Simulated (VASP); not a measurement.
## GaCo: single point with PBE

GaCo:

```xyz
2
Lattice="2.8818 0.0000 0.0000 0.0000 2.8818 0.0000 0.0000 0.0000 2.8818" Properties=species:S:1:pos:R:3 pbc="T T T"
Ga    1.4409    1.4409    1.4409
Co    0.0000    0.0000    0.0000
```

| Item | Value |
| --- | --- |
| Program | VASP 6.6.1 |
| Task | single point |
| Functional | PBE |
| Potentials or basis | VASP PAW PBE potentials, release 64 (Ga_d, Co) |
| Cutoff | 520 eV |
| k mesh | 12 × 12 × 12 |
| Occupations | gaussian, width 0.15 eV |
| Spin | collinear spin, ferrimagnetic start |
| Starting moments | [-0.01, 0.18] μB |

- Pressure: 0.2 GPa
- Net moment: 0.04 μB per cell
- Site moments: Ga -0.00; Co +0.04 μB
- Valence electrons inside the program's atomic spheres: Ga 11.78; Co 8.35

Levels at points of the mesh, in eV from the Fermi level:
Spin up:
| k point | band 9 | band 10 | band 11 | band 12 | band 13 | band 14 |
| --- | --- | --- | --- | --- | --- | --- |
| (0.00, 0.00, 0.00) | -0.74 | -0.74 | -0.74 | 5.20 | 5.20 | 5.20 |
| (0.50, 0.00, 0.00) | -1.74 | -1.74 | -0.73 | 0.08 | 10.61 | 10.61 |
| (0.50, 0.50, 0.00) | -2.47 | -1.22 | -1.22 | -0.27 | 2.23 | 3.15 |
| (0.50, 0.50, 0.50) | -0.24 | -0.24 | 0.64 | 3.85 | 3.85 | 3.85 |
Spin down:
| k point | band 7 | band 8 | band 9 | band 10 | band 11 | band 12 | band 13 | band 14 | band 15 | band 16 |
| --- | --- | --- | --- | --- | --- | --- | --- | --- | --- | --- |
| (0.00, 0.00, 0.00) | -2.49 | -2.49 | -0.71 | -0.71 | -0.71 | 5.20 | 5.20 | 5.20 | 11.03 | 11.03 |
| (0.50, 0.00, 0.00) | -6.84 | -2.26 | -1.72 | -1.72 | -0.70 | 0.15 | 10.61 | 10.61 | 11.60 | 12.62 |
| (0.50, 0.50, 0.00) | -3.11 | -3.11 | -2.42 | -1.20 | -1.20 | -0.19 | 2.25 | 3.18 | 11.52 | 15.16 |
| (0.50, 0.50, 0.50) | -4.05 | -4.05 | -0.16 | -0.16 | 0.64 | 3.85 | 3.85 | 3.85 | 4.77 | 4.77 |

It took 2 min on 1 thread of AMD EPYC 7R43 64-Core Processor (Zen 3), with other jobs on the host, peak memory 0.16 GiB.
